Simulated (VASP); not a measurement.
# MgCd2Se3 (P3m1) in VASP: single point with PBE

Aim: the single point of MgCd2Se3 with PBE.

Everything below comes from runs of VASP 6.6.1. Logs are shortened: lines on timing, memory, paths and dates and some standing lists are left out, and cuts for length are marked.

## 1. The cell of the first run

The structure is trigonal, space group P3m1 (No. 156). The conventional cell has a = 4.338 Å, b = 4.338 Å, c = 10.596 Å, α = 90.00°, β = 90.00°, γ = 120.00°. Within 3.4 Å of Mg (site symmetry 3m) lie 4 Se at 2.60 to 2.62 Å. Cd (site symmetry 3m) has 4 Se at 2.67 to 2.68 Å within 3.5 Å. Within 3.5 Å of Cd (site symmetry 3m) lie 4 Se at 2.67 to 2.68 Å. Se (site symmetry 3m) has 4 Cd at 2.67 to 2.68 Å within 3.5 Å. Within 3.4 Å of Se (site symmetry 3m) lie 1 Mg at 2.60 Å and 3 Cd at 2.67 Å. Within 3.5 Å of Se (site symmetry 3m) lie 3 Mg at 2.62 Å and 1 Cd at 2.68 Å.

## 2. Single point, PBE

File POSCAR:

```
MgCd2Se3
1.0
    4.3383526718     -0.0000000289      0.0000000000
   -2.1691763109      3.7571236388      0.0000000000
    0.0000000000      0.0000000000     10.5960214000
Mg Cd Se
1 2 3
Direct
    0.0000000000      0.0000000000      0.3310080000
    0.3333333333      0.6666666667      0.0044770000
    0.6666666667      0.3333333333      0.6639380000
    0.6666666667      0.3333333333      0.9166190000
    0.0000000000      0.0000000000      0.5762020000
    0.3333333333      0.6666666667      0.2577560000
```

File INCAR.step1:

```
ALGO = Normal ; EDIFF = 1E-6
ENCUT = 520 ; GGA = PE
ISIF = 2 ; ISMEAR = 0
LASPH = True ; LCHARG = True
LREAL = False ; LWAVE = False
NBANDS = 31 ; NELM = 100
PREC = Accurate ; SIGMA = 0.02
```

File KPOINTS.step1:

```
k-points
0
Gamma
  6 6 4
```

File INCAR.step2:

```
ALGO = Normal ; EDIFF = 1E-6
ENCUT = 520 ; GGA = PE
ICHARG = 11 ; ISIF = 2
ISMEAR = -5 ; LASPH = True
LCHARG = False ; LORBIT = 10
LREAL = False ; LWAVE = False
NEDOS = 1001 ; NELM = 100
PREC = Accurate ; SIGMA = 0.02
```

File KPOINTS.step2:

```
k-points
0
Gamma
  9 9 6
```

Potentials or basis: VASP PAW PBE potentials, release 64 (Mg, Cd, Se).

Launch:

```console
> cat potpaw_PBE.64/Mg/POTCAR potpaw_PBE.64/Cd/POTCAR potpaw_PBE.64/Se/POTCAR > POTCAR
> cp INCAR.step1 INCAR
> cp KPOINTS.step1 KPOINTS
> mpirun -np 1 vasp_std > vasp.out
> cp INCAR.step2 INCAR
> cp KPOINTS.step2 KPOINTS
> mpirun -np 1 vasp_std > vasp.out
```

OUTCAR:

```text
EDIFF = 1E-6
   ENCUT = 520
   GGA = PE
   ICHARG = 11
   ISIF = 2
   ISMEAR = -5
   LASPH = True
   LORBIT = 10
   LREAL = False
   NELM = 100
   PREC = Accurate

 ion  position               nearest neighbor table
   1  0.000  0.000  0.331-   5 2.60   6 2.62   6 2.62   6 2.62
   2  0.333  0.667  0.004-   4 2.67   4 2.67   4 2.67   6 2.68
   3  0.667  0.333  0.664-   5 2.67   5 2.67   5 2.67   4 2.68
   4  0.667  0.333  0.917-   2 2.67   2 2.67   2 2.67   3 2.68
   5  0.000  0.000  0.576-   1 2.60   3 2.67   3 2.67   3 2.67
   6  0.333  0.667  0.258-   1 2.62   1 2.62   1 2.62   2 2.68

  LATTYP: Found a hexagonal cell.
 ALAT       =     4.3383526718
 C/A-ratio  =     2.4424066464

  Lattice vectors:

 A1 = (   4.3383526718,  -0.0000000289,   0.0000000000)
 A2 = (  -2.1691763109,   3.7571236388,   0.0000000000)
 A3 = (   0.0000000000,   0.0000000000,  10.5960214000)

Analysis of symmetry for initial positions (statically):
=====================================================================
 Subroutine PRICEL returns:
 Original cell was already a primitive cell.

 Routine SETGRP: Setting up the symmetry group for a
 hexagonal supercell.

 Subroutine GETGRP returns: Found  6 space group operations
 (whereof  6 operations were pure point group operations)
 out of a pool of 24 trial point group operations.

The static configuration has the point symmetry C_3v.

Analysis of symmetry for dynamics (positions and initial velocities):
=====================================================================
 Subroutine PRICEL returns:
 Original cell was already a primitive cell.

 Routine SETGRP: Setting up the symmetry group for a
 hexagonal supercell.

 Subroutine GETGRP returns: Found  6 space group operations
 (whereof  6 operations were pure point group operations)
 out of a pool of 24 trial point group operations.

The dynamic configuration has the point symmetry C_3v.

 Subroutine INISYM returns: Found  6 space group operations
 (whereof  6 operations are pure point group operations),
 and found     1 'primitive' translations

----------------------------------------------------------------------------------------

                                     Primitive cell

  volume of cell :     172.7123

  direct lattice vectors                    reciprocal lattice vectors
     4.338352672 -0.000000029  0.000000000     0.230502239  0.133080528  0.000000000
    -2.169176311  3.757123639  0.000000000     0.000000002  0.266161058  0.000000000
     0.000000000  0.000000000 10.596021400     0.000000000  0.000000000  0.094375045

  length of vectors
     4.338352672  4.338352672 10.596021400     0.266161058  0.266161058  0.094375045

  position of ions in fractional coordinates (direct lattice)
     0.000000000  0.000000000  0.331008000
     0.333333333  0.666666667  0.004477000
     0.666666667  0.333333333  0.663938000
     0.666666667  0.333333333  0.916619000
     0.000000000  0.000000000  0.576202000
     0.333333333  0.666666667  0.257756000

  ion indices of the primitive-cell ions
   primitive index   ion index
                 1           1
                 2           2
                 3           3
                 4           4
                 5           5
                 6           6

----------------------------------------------------------------------------------------

 KPOINTS: k-points

Automatic generation of k-mesh.
 Grid dimensions read from file:
 generate k-points for:    9    9    6

 Generating k-lattice:

  Cartesian coordinates                     Fractional coordinates (reciprocal lattice)
     0.025611360  0.014786725  0.000000000     0.111111111  0.000000000  0.000000000
     0.000000000  0.029573451  0.000000000    -0.000000000  0.111111111  0.000000000
     0.000000000  0.000000000  0.015729174     0.000000000  0.000000000  0.166666667

  Length of vectors
     0.029573451  0.029573451  0.015729174

  Shift w.r.t. Gamma in fractional coordinates (k-lattice)
     0.000000000  0.000000000  0.000000000

 TETIRR: Found    674 inequivalent tetrahedra from     2916

 Subroutine IBZKPT returns following result:
 ===========================================

 Found     62 irreducible k-points:

 Following reciprocal coordinates:
            Coordinates               Weight
  0.000000  0.000000  0.000000      1.000000
  0.111111 -0.000000  0.000000      6.000000
  0.222222  0.000000  0.000000      6.000000
  0.333333  0.000000  0.000000      6.000000
  0.444444  0.000000  0.000000      6.000000
  0.111111  0.111111  0.000000      6.000000
[... 16 lines left out ...]
  0.222222  0.111111  0.166667     12.000000
 -0.111111  0.333333  0.166667     12.000000
 [... further k-points ...]
   k-points           NKPTS =     62   k-points in BZ     NKDIM =     62   number of bands    NBANDS=     26
   number of dos      NEDOS =   1001   number of ions     NIONS =      6
   total plane-waves  NPLWV =  81920
   dimension x,y,z NGX =    32 NGY =   32 NGZ =   80
   dimension x,y,z NGXF=    64 NGYF=   64 NGZF=  160
   ions per type =               1   2   3
   NGX,Y,Z   is equivalent  to a cutoff of  12.26, 12.26, 12.55 a.u.
   NGXF,Y,Z  is equivalent  to a cutoff of  24.52, 24.52, 25.10 a.u.
 SYSTEM =  unknown system
   PREC   = accura    normal or accurate (medium, high low for compatibility)
   ISTART =      0    job   : 0-new  1-cont  2-samecut
   ICHARG =     11    charge: 1-file 2-atom 10-const
   ISPIN  =      1    spin polarized calculation?
   LNONCOLLINEAR =      F non collinear calculations
   LSORBIT =      F    spin-orbit coupling
   LASPH  =      T    aspherical Exc in radial PAW
   ENCUT  =  520.0 eV  38.22 Ry    6.18 a.u.   8.07  8.07 19.70*2*pi/ulx,y,z
   NELM   =    100;   NELMIN=  2; NELMDL=  0     # of ELM steps
   EDIFF  = 0.1E-05   stopping-criterion for ELM
   LREAL  =      F    real-space projection
   EDIFFG = 0.1E-04   stopping-criterion for IOM
   NSW    =      0    number of steps for IOM
   IBRION =     -1    ionic relax: 0-MD 1-quasi-New 2-CG
   NFREE  =      0    steps in history (QN), initial steepest desc. (CG)
   ISIF   =      2    stress and relaxation
   ISYM   =      2    0-nonsym 1-usesym 2-fastsym
   POTIM  = 0.5000    time-step for ionic-motion
   TEBEG  =    0.0;   TEEND  =   0.0 temperature during run
   PSTRESS=    0.0 pullay stress
   NELECT =      44.0000    total number of electrons
   NUPDOWN=      -1.0000    fix difference up-down
   EMIN   =  10.00;   EMAX   =-10.00  energy-range for DOS
   EFERMI =   0.00;   METHOD = LEGACY
   ISMEAR =    -5;   SIGMA  =   0.02  broadening in eV -4-tet -1-fermi 0-gaus
   EFERMI_NEDOS =   21; number of points for ismear=-14 and -15
   IALGO  =     38    algorithm
   IMIX   =      4    mixing-type and parameters
     AMIX     =   0.40;   BMIX     =  1.00
     AMIX_MAG =   1.60;   BMIX_MAG =  1.00
  volume/ion in A,a.u.               =      28.79       194.25
  Fermi-wavevector in a.u.,A,eV,Ry     =   1.037810  1.961177 14.654160  1.077050
  Thomas-Fermi vector in A             =   2.172265
   LORBIT       =     10    0 simple, 1 ext, 2 COOP (PROOUT), +10 PAW based schemes
   GGA     = PE    functional components
   LHFCALC =     F    Hartree Fock is set to
   AEXX    =    0.0000 exact exchange contribution
   IVDW    =     0    specifies the selected vdW correction
   LEPSILON=     F    determine dielectric tensor
   LRPA    =     F    only Hartree local field effects (RPA)
 non-spin polarized calculation
 Fermi weights with tetrahedron method with Bloechl corrections
  energy-cutoff  :      520.00
  volume of cell :      172.71
 maximum number of plane-waves:      4674

 number of electron      43.9999993 magnetization

 Free energy of the ion-electron system (eV)
  ---------------------------------------------------
  ext. energy  EPLUGINS =         0.00000000
  ---------------------------------------------------
  free energy    TOTEN  =       -18.49497115 eV

  energy without entropy =      -18.49497115  energy(sigma->0) =      -18.49497115

 E-fermi :   0.6593     XC(G=0):  -8.4696

 val. band max:        0.6572917055   @ k =   0.0000   0.0000   0.0000
 cond. band min:       1.6145070200   @ k =   0.0000   0.0000   0.0000
 fundamental gap:      0.9572153145
 Fermi energy:         0.6593172231

 k-point     1 :       0.0000    0.0000    0.0000
  band No.  band energies     occupation
      1     -11.5362      2.00000
      2     -11.3078      2.00000
      3     -11.1409      2.00000
      4      -7.0090      2.00000
      5      -7.0090      2.00000
      6      -6.9596      2.00000
[... 18 lines left out ...]
     25       3.8080      0.00000
     26       6.7707      0.00000

 k-point     2 :       0.1111   -0.0000    0.0000
  band No.  band energies     occupation
      1     -11.4998      2.00000
      2     -11.2839      2.00000
      3     -11.1161      2.00000
      4      -6.9956      2.00000
      5      -6.9858      2.00000
      6      -6.9520      2.00000
[... 18 lines left out ...]
     25       4.2346      0.00000
     26       6.3989      0.00000

 k-point     3 :       0.2222    0.0000    0.0000
  band No.  band energies     occupation
      1     -11.4054      2.00000
      2     -11.2231      2.00000
      3     -11.0530      2.00000
      4      -6.9639      2.00000
      5      -6.9405      2.00000
      6      -6.9119      2.00000
[... 572 lines left out ...]
 k-point    23 :       0.2222    0.1111    0.1667
  band No.  band energies     occupation
      1     -11.3271      2.00000
      2     -11.1826      2.00000
      3     -11.0018      2.00000
      4      -6.9456      2.00000
      5      -6.9172      2.00000
      6      -6.8902      2.00000
[... 18 lines left out ...]
     25       4.9697      0.00000
     26       5.4582      0.00000

 k-point    24 :      -0.1111    0.3333    0.1667
  band No.  band energies     occupation
      1     -11.3244      2.00000
      2     -11.1878      2.00000
      3     -10.9993      2.00000
      4      -6.9463      2.00000
      5      -6.9194      2.00000
      6      -6.8892      2.00000
[... 18 lines left out ...]
     25       5.0046      0.00000
     26       5.6339      0.00000

 [... further k-points ...]

------------------------ aborting loop because EDIFF is reached ----------------------------------------

  FORCE on cell =-STRESS in cart. coord.  units (eV):
  Direction    XX          YY          ZZ          XY          YZ          ZX
  --------------------------------------------------------------------------------------
  -------------------------------------------------------------------------------------
  Total        0.1423346      0.1423346      0.1567928     -0.0000000     -0.0000000      0.0000000
  in kB        1.3203765      1.3203765      1.4544994     -0.0000000     -0.0000000      0.0000000
  external PRESSURE =       1.3650841 kB  Pullay stress =       0.0000000 kB

 VOLUME and BASIS-vectors are now :
 -----------------------------------------------------------------------------
  energy-cutoff  :      520.00
  volume of cell :      172.71
      direct lattice vectors                 reciprocal lattice vectors
     4.338352672 -0.000000029  0.000000000     0.230502239  0.133080528  0.000000000
    -2.169176311  3.757123639  0.000000000     0.000000002  0.266161058  0.000000000
     0.000000000  0.000000000 10.596021400     0.000000000  0.000000000  0.094375045

 POSITION                                       TOTAL-FORCE (eV/Angst)
 -----------------------------------------------------------------------------------
      0.00000      0.00000      3.50737         0.000000     -0.000000      0.003565
      0.00000      2.50475      0.04744        -0.000000      0.000000      0.000363
      2.16918      1.25237      7.03510        -0.000000     -0.000000     -0.001733
      2.16918      1.25237      9.71251         0.000000     -0.000000      0.001121
      0.00000      0.00000      6.10545         0.000000     -0.000000     -0.030688
      0.00000      2.50475      2.73119         0.000000     -0.000000      0.027372
 -----------------------------------------------------------------------------------
    total drift:                                0.000143     -0.000083      0.000001

  FREE ENERGIE OF THE ION-ELECTRON SYSTEM (eV)
  ---------------------------------------------------
  free  energy   TOTEN  =       -18.4949711543 eV

  energy  without entropy=      -18.4949711543  energy(sigma->0) =      -18.49497115

 total charge

# of ion       s       p       d       tot
------------------------------------------
    1        0.165   0.127   0.028   0.320
    2        0.438   0.292   9.554  10.283
    3        0.436   0.291   9.554  10.281
    4        1.445   2.375   0.019   3.839
    5        1.441   2.404   0.017   3.862
    6        1.432   2.451   0.010   3.894
--------------------------------------------------
tot          5.357   7.940  19.183  32.479
```

It took 2 min on 1 thread of AMD EPYC 9R45 (Zen 5), shared host; peak memory 0.42 GiB.

What came out:

* Valence electrons inside the program's atomic spheres: Mg 0.32; Cd 10.28; Se 3.84, 3.86, 3.89

Levels at points of the mesh, in eV from the valence-band top:
```
           k point  band 19  band 20  band 21  band 22  band 23  band 24  band 25  band 26
(0.00, 0.00, 0.00)    -0.39    -0.12     0.00     0.00     0.96     2.56     3.15     6.11
(0.00, 0.00, 0.50)    -0.32    -0.32    -0.06    -0.06     1.98     2.23     3.07     5.69
```
